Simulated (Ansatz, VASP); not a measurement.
**One calculation of SnTe, two programs**

Contents of INCAR:

```
SYSTEM = SnTe
  ALGO = Normal
  EDIFF = 1E-7
  ENCUT = 520
  ISIF = 2
  ISMEAR = 0
  LASPH = .TRUE.
  LCHARG = .TRUE.
  LELF = .TRUE.
  LREAL = .FALSE.
  LVHAR = .TRUE.
  LWAVE = .FALSE.
  NBANDS = 17
  NELM = 80
  PREC = Accurate
  SIGMA = 0.03
```

The input KPOINTS:

```
k-points
0
G
  10 10 10
  0 0 0
```

Contents of POSCAR:

```
SnTe
1.0
    0.0000000000      3.1185587808      3.1185587808
    3.1185587808      0.0000000000      3.1185587808
    3.1185587808      3.1185587808      0.0000000000
Sn Te
1 1
Direct
    0.0272561802     -0.0272561802     -0.0272561802
    0.4746427810      0.5253572190      0.5253572190
```

Input for Ansatz:

```yaml
crystal:
  lattice:
    - [0.0, 3.1185587808, 3.1185587808]
    - [3.1185587808, 0.0, 3.1185587808]
    - [3.1185587808, 3.1185587808, 0.0]
  atoms:
    - { symbol: Sn, position: [0.0272561802, -0.0272561802, -0.0272561802] }
    - { symbol: Te, position: [0.474642781, 0.525357219, 0.525357219] }
basis:
  ecutwfc: 420
kpoints:
  mp_grid: { grid: [10, 10, 10] }
hamiltonian:
  xc: lda
  pseudopotentials: { kind: paw }
scf:
  occupations: { method: gaussian, width: 0.03 }
output:
  forces: true
  stress: true
  eigenvalues: true
  write_density: true
  write_potential: true
  elf: true
  volumetric_format: npy
```

Change from the starting cell: mode 4 frozen in at -0.170 Å, strain +e along z and -e/2 along x and y +0.0000.

Alike in both runs: task single point; functional LDA; k mesh 10 × 10 × 10; occupations gaussian, width 0.03 eV; no spin polarisation.

```csv
,VASP,Ansatz
version,VASP 6.6.1,Ansatz 0.2.0
potentials or method,"VASP PAW LDA potentials, release 64 (Sn_d, Te), cutoff 520 eV","scalar-relativistic, plane waves, PAW"
valence electrons in the cell,20,30
```

Ansatz gave:

```
gap on the k mesh at the Fermi level (eV)                     : 0.63
least direct gap on the mesh (eV)                             : 0.76
pressure (GPa)                                                : 1.6
traceless stress, the component that is largest in VASP (GPa) : 2.85
rms of the force components (eV/Å)                            : 0.404
```

Question: Estimate VASP's values.

Answer: gap on the k mesh at the Fermi level (eV): 0.61; least direct gap on the mesh (eV): 0.75; pressure (GPa): 1.7; traceless stress, the component that is largest in VASP (GPa): 2.88; rms of the force components (eV/Å): 0.417.

LDA's correlation is that of Perdew and Zunger in VASP and of Perdew and Wang (1992) in Ansatz. Atom by atom the forces differ by 0.013 eV/Å (rms over components). VASP's potentials hold 20 valence electrons a cell and Ansatz's 30, so a difference there can come from the potentials and not from the codes.

Spin-orbit coupling is off throughout.
